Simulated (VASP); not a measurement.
Input of a VASP 6.6.1 run:

The input INCAR:

```
ALGO = Normal
EDIFF = 1E-7
ENCUT = 520
GGA = PE
ISIF = 2
ISMEAR = 0
LASPH = True
LCHARG = False
LREAL = False
LWAVE = False
NBANDS = 34
NELM = 100
PREC = Accurate
SIGMA = 0.1
```

KPOINTS

```
k-points
0
Gamma
  4 4 2
```

POSCAR

```
Ga2SeS3
1.0
    4.7603342424      0.0000000000      0.0000000000
    0.0000000000      4.7603342424      0.0000000000
    0.0000000000      0.0000000000      7.4233474047
Ga Se S
2 1 3
Direct
    0.5000000000      0.5000000000      0.6847100812
    0.5000000000      0.5000000000      0.3152899188
    0.5000000000      0.5000000000      0.0000000000
    0.5000000000      0.0000000000      0.5000000000
    0.0000000000      0.5000000000      0.5000000000
    0.0000000000      0.0000000000      0.5000000000
```

Potentials or basis: VASP PAW PBE potentials, release 64 (Ga_d, Se, S).

Launch:

```sh
$ cat potpaw_PBE.64/Ga_d/POTCAR potpaw_PBE.64/Se/POTCAR potpaw_PBE.64/S/POTCAR > POTCAR
$ mpirun -np 1 vasp_std > vasp.out
```

Question: Estimate the largest force.

Answer: 0.017 eV/Å.

Question: Predict the pressure.

Answer: 0.2 GPa.

Stress tensor (GPa, compression positive):
```
0.23 0.00 0.00
0.00 0.23 0.00
0.00 0.00 0.06
```

Caveat: the k points lie up to 0.42 Å⁻¹ apart.
